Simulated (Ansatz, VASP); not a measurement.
This is a calculation of MoSe for VASP 6.6.1.

Contents of POSCAR:

```
MoSe
1.0
    0.0000000000      2.8928795100      2.8928795100
    2.8928795100      0.0000000000      2.8928795100
    2.8928795100      2.8928795100      0.0000000000
Mo Se
1 1
Direct
    0.0000000000      0.0000000000      0.0000000000
    0.5000000000      0.5000000000      0.5000000000
```

The input INCAR.step1:

```
PREC     = Accurate       # precision mode
ENCUT    = 520            # plane-wave cutoff, eV
EDIFF    = 1E-5           # SCF threshold, eV
ISMEAR   = -1             # smearing method
SIGMA    = 0.05           # smearing width, eV
LREAL    = F              # projectors in reciprocal space
LASPH    = T              # aspherical terms in the spheres
NELM     = 60             # most SCF steps
ALGO     = Normal         # electronic algorithm
ISIF     = 2              # what is computed and relaxed
LWAVE    = T              # write WAVECAR
NBANDS   = 17             # bands
GGA      = PE             # functional
```

INCAR.step2

```
PREC     = Accurate       # precision mode
ENCUT    = 520            # plane-wave cutoff, eV
EDIFF    = 1E-6           # SCF threshold, eV
ISMEAR   = -1             # smearing method
SIGMA    = 0.05           # smearing width, eV
LREAL    = F              # projectors in reciprocal space
LASPH    = T              # aspherical terms in the spheres
NELM     = 60             # most SCF steps
ALGO     = Normal         # electronic algorithm
ISIF     = 2              # what is computed and relaxed
LWAVE    = F              # write WAVECAR
LCHARG   = T              # write CHGCAR
GGA      = PE             # functional
LHFCALC  = T              # exact exchange
AEXX     = 0.4            # exact-exchange fraction
HFSCREEN = 0.2            # screening, 1/A
PRECFOCK = Normal       
LELF     = T              # ELF
LVHAR    = T            
NBANDS   = 17             # bands
ISTART   = 1
```

Contents of KPOINTS:

```
Automatic mesh
0
Gamma
  4 4 4
```

Potentials or basis: VASP PAW PBE potentials, release 64 (Mo_sv, Se).

Command:

```sh
$ cat potpaw_PBE.64/Mo_sv/POTCAR potpaw_PBE.64/Se/POTCAR > POTCAR
$ cp INCAR.step1 INCAR
$ mpirun -np 1 vasp_std > vasp.out
$ cp INCAR.step2 INCAR
$ mpirun -np 1 vasp_std > vasp.out
```

Problem. Set up the same calculation for Ansatz 0.2.0. Potentials there: Ansatz PAW.

Solution. As run (the cutoff follows the program's own potentials):

File input:

```
crystal:
  lattice:
    - [0.0, 2.89287951, 2.89287951]
    - [2.89287951, 0.0, 2.89287951]
    - [2.89287951, 2.89287951, 0.0]
  atoms:
    - { symbol: Mo, position: [0.0, 0.0, 0.0] }
    - { symbol: Se, position: [0.5, 0.5, 0.5] }
hamiltonian:
  xc: { exchange: pbe, correlation: pbe, exx: { coeff: 0.4, omega: 0.2 } }
  pseudopotentials: { kind: paw }
kpoints:
  mp_grid: { grid: [4, 4, 4] }
scf:
  occupations: { method: fermi_dirac, width: 0.05 }
output:
  forces: true
  stress: true
  eigenvalues: true
```

Both were run:

|  | VASP | Ansatz | Ansatz less VASP |
| --- | --- | --- | --- |
| gap on the k mesh at the Fermi level (eV) | none | none | - |
| pressure (GPa) | -18.7 | -22.7 | -4.04 |

VASP's potentials were made for PBE, not for PBE-based screened hybrid. A gap of «none» marks a metal or a gap that the smearing closes. VASP's potentials hold 20 valence electrons a cell and Ansatz's 30, so a difference there can come from the potentials and not from the codes.

The k mesh is coarse, so the values compare programs but aren't converged.
